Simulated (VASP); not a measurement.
Runs of VASP 6.6.1 on HfO2. The structure is that of space group Fm-3m (No. 225), or close to it. The cells are those of the table. 

| task | level | cell | cutoff (eV) | gap on the mesh (eV) | pressure (GPa) | relaxed volume (Å³/atom) |
| --- | --- | --- | --- | --- | --- | --- |
| single point | PBE+D3(BJ) | a = 3.587 Å, angles 60.0°, 3 atoms | 520 | 3.80 | (b) | - |
| relaxation of cell and atoms | PBE | relaxed from a = 3.617 Å, angles 60.0°, 3 atoms | 600 | 3.80 | 0.0 | (c) |
| relaxation of cell and atoms | PBE+D3(BJ) | relaxed from a = 3.617 Å, angles 60.0°, 3 atoms | 600 | 3.84 | -0.1 | 10.71 |
| single point | PBE | a = 3.605 Å, angles 60.0°, 3 atoms | 520 | (a) | -3.6 | - |
| relaxation of cell and atoms | r2SCAN+D4 | relaxed from a = 3.617 Å, angles 60.0°, 3 atoms | 600 | 4.38 | 0.0 | 10.56 |

Alike in all rows: potentials or basis VASP PAW PBE potentials, release 64 (Hf_pv, O); no spin polarisation; k mesh 6 × 6 × 6; smearing gaussian 0.01 eV.

Q: Fill in the values left out.

A: (a) 3.76; (b) -3.8; (c) 10.87.

Caveats: spin-orbit coupling is left out, which moves the levels of the heavy elements; the PAW data sets were made with another functional, which shifts forces and pressure a little (some runs).

A k mesh can miss the band edges, and the runs leave out spin-orbit coupling on Hf.
